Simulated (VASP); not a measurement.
# Be3Cd2S (P-6m2) in VASP: relaxation of cell and atoms with PBE

Aim: the relaxation of cell and atoms of Be3Cd2S with PBE.

All numbers are computed with VASP 6.6.1; they aren't measurements. Logs are shortened: lines on timing, memory, paths and dates and some standing lists are left out, and cuts for length are marked.

## (1) The cell of the first run

Symmetry: P-6m2, No. 187, hexagonal system. The conventional cell has a = 3.608 Å, b = 3.608 Å, c = 11.192 Å, α = 90.00°, β = 90.00°, γ = 120.00°. Be (site symmetry -6m2) has 3 Be at 2.08 Å and 6 Cd at 2.62 Å within 2.8 Å. Within 2.8 Å of Be (site symmetry -6m2) lie 3 S at 2.08 Å. Within 2.8 Å of Be (site symmetry -6m2) lie 3 Be at 2.08 Å and 6 Cd at 2.62 Å. Within 3.4 Å of Cd (site symmetry 3m) lie 6 Be at 2.62 Å and 1 Cd at 3.16 Å. S (site symmetry -6m2) has 3 Be at 2.08 Å within 2.8 Å.

## (2) Relaxation of cell and atoms, PBE

INCAR reads:

```
SYSTEM = Be3Cd2S
PREC = Accurate ; ENCUT = 600
EDIFF = 1E-7 ; ISMEAR = 0
SIGMA = 0.1 ; LREAL = .False.
LASPH = .True. ; NELM = 60
ALGO = Normal ; ISIF = 3
LWAVE = .False. ; LCHARG = .False.
GGA = PE ; IBRION = 2
NSW = 100 ; EDIFFG = -0.01
```

KPOINTS reads:

```
Automatic mesh
0
Gamma
  12 12 4
  0 0 0
```

POSCAR reads:

```
Be3Cd2S
1.0
    3.6076056147      0.0000000000      0.0000000000
   -1.8038028073      3.1242781091      0.0000000000
    0.0000000000      0.0000000000     11.1919783243
Be Cd S
3 2 1
Direct
    0.6666666667      0.3333333333      0.5000000000
    0.0000000000      0.0000000000      0.0000000000
    0.0000000000      0.0000000000      0.5000000000
    0.3333333333      0.6666666667      0.3587187518
    0.3333333333      0.6666666667      0.6412812482
    0.6666666667      0.3333333333      0.0000000000
```

Potentials or basis: VASP PAW PBE potentials, release 64 (Be, Cd, S).

Started as:

```bash
$ cat potpaw_PBE.64/Be/POTCAR potpaw_PBE.64/Cd/POTCAR potpaw_PBE.64/S/POTCAR > POTCAR
$ mpirun -np 1 vasp_std > vasp.out
```

OUTCAR:

```text
SYSTEM = Be3Cd2S
   PREC = Accurate
   ENCUT = 600
   EDIFF = 1E-7
   ISMEAR = 0
   LREAL = .False.
   LASPH = .True.
   NELM = 60
   ISIF = 3
   GGA = PE
   IBRION = 2
   NSW = 100
   EDIFFG = -0.01

 ion  position               nearest neighbor table
   1  0.667  0.333  0.500-   3 2.08   3 2.08   3 2.08   5 2.62   4 2.62   5 2.62   4 2.62   5 2.62
                             4 2.62
   2  0.000  0.000  0.000-   6 2.08   6 2.08   6 2.08
   3  0.000  0.000  0.500-   1 2.08   1 2.08   1 2.08   5 2.62   4 2.62   4 2.62   5 2.62   4 2.62
                             5 2.62
   4  0.333  0.667  0.359-   1 2.62   3 2.62   1 2.62   3 2.62   3 2.62   1 2.62   5 3.16
   5  0.333  0.667  0.641-   1 2.62   3 2.62   1 2.62   3 2.62   3 2.62   1 2.62   4 3.16
   6  0.667  0.333  0.000-   2 2.08   2 2.08   2 2.08

  LATTYP: Found a hexagonal cell.
 ALAT       =     3.6076056147
 C/A-ratio  =     3.1023286688

  Lattice vectors:

 A1 = (   3.6076056147,   0.0000000000,   0.0000000000)
 A2 = (  -1.8038028073,   3.1242781091,   0.0000000000)
 A3 = (   0.0000000000,   0.0000000000,  11.1919783243)

Analysis of symmetry for initial positions (statically):
=====================================================================
 Subroutine PRICEL returns:
 Original cell was already a primitive cell.

 Routine SETGRP: Setting up the symmetry group for a
 hexagonal supercell.

 Subroutine GETGRP returns: Found 12 space group operations
 (whereof 12 operations were pure point group operations)
 out of a pool of 24 trial point group operations.

The static configuration has the point symmetry D_3h.

Analysis of symmetry for dynamics (positions and initial velocities):
=====================================================================
 Subroutine PRICEL returns:
 Original cell was already a primitive cell.

 Routine SETGRP: Setting up the symmetry group for a
 hexagonal supercell.

 Subroutine GETGRP returns: Found 12 space group operations
 (whereof 12 operations were pure point group operations)
 out of a pool of 24 trial point group operations.

The dynamic configuration has the point symmetry D_3h.

 Subroutine INISYM returns: Found 12 space group operations
 (whereof 12 operations are pure point group operations),
 and found     1 'primitive' translations

----------------------------------------------------------------------------------------

                                     Primitive cell

  volume of cell :     126.1466

  direct lattice vectors                    reciprocal lattice vectors
     3.607605615  0.000000000  0.000000000     0.277192162  0.160036969  0.000000000
    -1.803802807  3.124278109  0.000000000     0.000000000  0.320073939  0.000000000
     0.000000000  0.000000000 11.191978324     0.000000000  0.000000000  0.089349708

  length of vectors
     3.607605615  3.607605615 11.191978324     0.320073939  0.320073939  0.089349708

  position of ions in fractional coordinates (direct lattice)
     0.666666667  0.333333333  0.500000000
     0.000000000  0.000000000  0.000000000
     0.000000000  0.000000000  0.500000000
     0.333333333  0.666666667  0.358718752
     0.333333333  0.666666667  0.641281248
     0.666666667  0.333333333  0.000000000

  ion indices of the primitive-cell ions
   primitive index   ion index
                 1           1
                 2           2
                 3           3
                 4           4
                 5           5
                 6           6

----------------------------------------------------------------------------------------

 KPOINTS: Automatic mesh

Automatic generation of k-mesh.
 Grid dimensions read from file:
 generate k-points for:   12   12    4

 Generating k-lattice:

  Cartesian coordinates                     Fractional coordinates (reciprocal lattice)
     0.023099347  0.013336414  0.000000000     0.083333333  0.000000000  0.000000000
     0.000000000  0.026672828  0.000000000     0.000000000  0.083333333  0.000000000
     0.000000000  0.000000000  0.022337427     0.000000000  0.000000000  0.250000000

  Length of vectors
     0.026672828  0.026672828  0.022337427

  Shift w.r.t. Gamma in fractional coordinates (k-lattice)
     0.000000000  0.000000000  0.000000000

 Subroutine IBZKPT returns following result:
 ===========================================

 Found     57 irreducible k-points:

 Following reciprocal coordinates:
            Coordinates               Weight
  0.000000  0.000000  0.000000      1.000000
  0.083333  0.000000  0.000000      6.000000
  0.166667 -0.000000  0.000000      6.000000
  0.250000 -0.000000  0.000000      6.000000
  0.333333 -0.000000  0.000000      6.000000
  0.416667 -0.000000  0.000000      6.000000
[... 16 lines left out ...]
  0.250000 -0.000000  0.250000     12.000000
  0.333333 -0.000000  0.250000     12.000000
 [... further k-points ...]
   k-points           NKPTS =     57   k-points in BZ     NKDIM =     57   number of bands    NBANDS=     22
   number of dos      NEDOS =    301   number of ions     NIONS =      6
   total plane-waves  NPLWV =  81000
   dimension x,y,z NGX =    30 NGY =   30 NGZ =   90
   dimension x,y,z NGXF=    60 NGYF=   60 NGZF=  180
   ions per type =               3   2   1
   NGX,Y,Z   is equivalent  to a cutoff of  13.82, 13.82, 13.37 a.u.
   NGXF,Y,Z  is equivalent  to a cutoff of  27.65, 27.65, 26.74 a.u.
 SYSTEM =  Be3Cd2S
   PREC   = accura    normal or accurate (medium, high low for compatibility)
   ISTART =      0    job   : 0-new  1-cont  2-samecut
   ICHARG =      2    charge: 1-file 2-atom 10-const
   ISPIN  =      1    spin polarized calculation?
   LNONCOLLINEAR =      F non collinear calculations
   LSORBIT =      F    spin-orbit coupling
   LASPH  =      T    aspherical Exc in radial PAW
   ENCUT  =  600.0 eV  44.10 Ry    6.64 a.u.   7.21  7.21 22.35*2*pi/ulx,y,z
   NELM   =     60;   NELMIN=  2; NELMDL= -5     # of ELM steps
   EDIFF  = 0.1E-06   stopping-criterion for ELM
   LREAL  =      F    real-space projection
   EDIFFG = -.1E-01   stopping-criterion for IOM
   NSW    =    100    number of steps for IOM
   IBRION =      2    ionic relax: 0-MD 1-quasi-New 2-CG
   NFREE  =      1    steps in history (QN), initial steepest desc. (CG)
   ISIF   =      3    stress and relaxation
   ISYM   =      2    0-nonsym 1-usesym 2-fastsym
   POTIM  = 0.5000    time-step for ionic-motion
   TEBEG  =    0.0;   TEEND  =   0.0 temperature during run
   PSTRESS=    0.0 pullay stress
   NELECT =      36.0000    total number of electrons
   NUPDOWN=      -1.0000    fix difference up-down
   EMIN   =  10.00;   EMAX   =-10.00  energy-range for DOS
   EFERMI =   0.00;   METHOD = LEGACY
   ISMEAR =     0;   SIGMA  =   0.10  broadening in eV -4-tet -1-fermi 0-gaus
   EFERMI_NEDOS =   21; number of points for ismear=-14 and -15
   IALGO  =     38    algorithm
   IMIX   =      4    mixing-type and parameters
     AMIX     =   0.40;   BMIX     =  1.00
     AMIX_MAG =   1.60;   BMIX_MAG =  1.00
  volume/ion in A,a.u.               =      21.02       141.88
  Fermi-wavevector in a.u.,A,eV,Ry     =   1.077830  2.036804 15.806141  1.161719
  Thomas-Fermi vector in A             =   2.213753
   LORBIT       =      0    0 simple, 1 ext, 2 COOP (PROOUT), +10 PAW based schemes
   GGA     = PE    functional components
   LHFCALC =     F    Hartree Fock is set to
   AEXX    =    0.0000 exact exchange contribution
   IVDW    =     0    specifies the selected vdW correction
   LEPSILON=     F    determine dielectric tensor
   LRPA    =     F    only Hartree local field effects (RPA)
 conjugate gradient relaxation of ions
 non-spin polarized calculation
 Gauss-broadening in eV      SIGMA  =   0.10
  energy-cutoff  :      600.00
  volume of cell :      126.15
 maximum number of plane-waves:      4242
 NGX is ok and might be reduce to    30
   NGX = 15   NGY = 15   NGZ = 45

--------------------------------------- Ionic step        1  -------------------------------------------

 number of electron      35.9999997 magnetization

 Free energy of the ion-electron system (eV)
  ---------------------------------------------------
  ext. energy  EPLUGINS =         0.00000000
  ---------------------------------------------------
  free energy    TOTEN  =       -15.77783942 eV

  energy without entropy =      -15.76010161  energy(sigma->0) =      -15.76897051

------------------------ aborting loop because EDIFF is reached ----------------------------------------

  FORCE on cell =-STRESS in cart. coord.  units (eV):
  Direction    XX          YY          ZZ          XY          YZ          ZX
  --------------------------------------------------------------------------------------
  -------------------------------------------------------------------------------------
  Total        0.0749641      0.0749641      0.0992229      0.0000000      0.0000000      0.0000000
  in kB        0.9521132      0.9521132      1.2602211      0.0000000      0.0000000      0.0000000
  external PRESSURE =       1.0548158 kB  Pullay stress =       0.0000000 kB
[... 105 lines left out ...]
  energy  without entropy=      -15.7601890045  energy(sigma->0) =      -15.76909555

--------------------------------------- Ionic step        4  -------------------------------------------

 number of electron      35.9999998 magnetization

 Free energy of the ion-electron system (eV)
  ---------------------------------------------------
  ext. energy  EPLUGINS =         0.00000000
  ---------------------------------------------------
  free energy    TOTEN  =       -15.77806048 eV

  energy without entropy =      -15.76023452  energy(sigma->0) =      -15.76914750

 E-fermi :   2.1723     XC(G=0):  -8.5949

 val. band max:        2.1644110948   @ k =   0.1667   0.0833   0.2500
 cond. band min:       2.1857405666   @ k =   0.1667   0.0833   0.5000
 fundamental gap:      0.0213294718
 Fermi energy:         2.1722889995

 k-point     1 :       0.0000    0.0000    0.0000
  band No.  band energies     occupation
      1     -12.3760      2.00000
      2      -6.9272      2.00000
      3      -6.6708      2.00000
      4      -6.6708      2.00000
      5      -6.6582      2.00000
      6      -6.6243      2.00000
[... 574 lines left out ...]
      6      -6.7268      2.00000
[... 14 lines left out ...]
     21       4.5124      0.00000
     22       4.8534      0.00000

 [... further k-points ...]

------------------------ aborting loop because EDIFF is reached ----------------------------------------

  FORCE on cell =-STRESS in cart. coord.  units (eV):
  Direction    XX          YY          ZZ          XY          YZ          ZX
  --------------------------------------------------------------------------------------
  -------------------------------------------------------------------------------------
  Total       -0.0428386     -0.0428386      0.0214739     -0.0000000      0.0000000     -0.0000000
  in kB       -0.5427617     -0.5427617      0.2720723     -0.0000000      0.0000000     -0.0000000
  external PRESSURE =      -0.2711504 kB  Pullay stress =       0.0000000 kB
[... 21 lines left out ...]
  FREE ENERGIE OF THE ION-ELECTRON SYSTEM (eV)
  ---------------------------------------------------
  free  energy   TOTEN  =       -15.7780604834 eV

  energy  without entropy=      -15.7602345152  energy(sigma->0) =      -15.76914750

 reached required accuracy - stopping structural energy minimisation
```

Wall time 4.2 min (1 thread of Intel Xeon 6975P-C (Granite Rapids), shared host); peak memory 0.4 GiB.

Results:

| Quantity | Value |
| --- | --- |
| Free energy | -15.7781 eV |
| Relaxed volume | 21.08 Å³/atom |
| Relaxed cell | a = 3.609 Å, b = 3.609 Å, c = 11.209 Å, α = 90.00°, β = 90.00°, γ = 120.00° |
| Space group after relaxing (to 0.05 Å) | P-6m2 (No. 187) |
| Energy gained by relaxing | 0.0 meV/atom |
| Ionic steps | 4 |
| Pressure after relaxing | 0.0 GPa |
| Largest force after relaxing | 0.008 eV/Å |
| Band gap on the k mesh | zero (band 18 reaches 3.70 eV, above the bottom of band 19 at 1.23 eV) |

Forces on the atoms (eV/Å):
```
Be   0.000  0.000  0.000
Be   0.000  0.000  0.000
Be   0.000  0.000  0.000
Cd   0.000  0.000 -0.008
Cd   0.000  0.000  0.008
S    0.000  0.000  0.000
```

Step by step:
| step | energy change (eV) | largest force (eV/Å) | pressure (GPa) | volume (Å³) |
| --- | --- | --- | --- | --- |
| 1 | 0.0000 | 0.0323 | 0.11 | 126.15 |
| 2 | -0.0002 | 0.0156 | 0.00 | 126.40 |
| 3 | -0.0002 | 0.0112 | -0.03 | 126.47 |
| 4 | -0.0002 | 0.0078 | -0.03 | 126.46 |

Final structure:
```
CELL_PARAMETERS angstrom
3.60934 0.00000 0.00000
-1.80467 3.12578 0.00000
0.00000 0.00000 11.20861
ATOMIC_POSITIONS crystal
Be 0.66667 0.33333 0.50000
Be 0.00000 0.00000 0.00000
Be 0.00000 0.00000 0.50000
Cd 0.33333 0.66667 0.35845
Cd 0.33333 0.66667 0.64155
S 0.66667 0.33333 0.00000
```
